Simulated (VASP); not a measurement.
Wanted: the native input for a VASP 6.6.1 run.

- Task: single point
- Functional: LDA
- Potentials or basis: VASP PAW LDA potentials, release 64 (H)
- Cutoff: 520 eV
- k mesh: 8 × 8 × 4
- Occupations: gaussian, width 0.05 eV
- Spin: no spin polarisation
- Dipole correction: no
- Further INCAR settings: ALGO = Normal; EDIFF = 1e-06; NBANDS = 10

The structure of H lies in POSCAR:

```
H
1.0
    1.6897451565     -2.7999804357      0.0000000000
    1.6897451565      2.7999804357      0.0000000000
    0.0000000000      0.0000000000      6.4716128355
H
4
Direct
    0.5678085000      0.4321915000      0.9995149500
    0.4321915000      0.5678085000      0.0004850500
    0.4321915000      0.5678085000      0.4995149500
    0.5678085000      0.4321915000      0.5004850500
```

This cell differs from its parent crystal: strain +0.025 along x and y, +0.025 along z.

These files were run (other wordings do the same):

INCAR

```
PREC = Accurate ; ENCUT = 520
EDIFF = 1E-6 ; ISMEAR = 0
SIGMA = 0.05 ; LREAL = F
LASPH = T ; NELM = 80
ALGO = Normal ; ISIF = 2
LWAVE = F ; LCHARG = F
NBANDS = 10
```

KPOINTS

```
Automatic mesh
0
Gamma
  8 8 4
```

Potentials or basis: VASP PAW LDA potentials, release 64 (H).

The run is started by

```sh
$ cat potpaw_LDA.64/H/POTCAR > POTCAR
$ mpirun -np 1 vasp_std > vasp.out
```

Results of the run:

| Item | Value |
| --- | --- |
| Pressure | -0.2 GPa |
| Largest force | 0.316 eV/Å |
| Band gap on the k mesh | 7.75 eV |

Caveat: the cell differs from its parent crystal (strain +0.025 along x and y, +0.025 along z).

It took 17 s on 1 thread of Intel(R) Xeon(R) Platinum 8375C CPU @ 2.90GHz (Ice Lake) (shared host), peak memory 0.15 GiB.
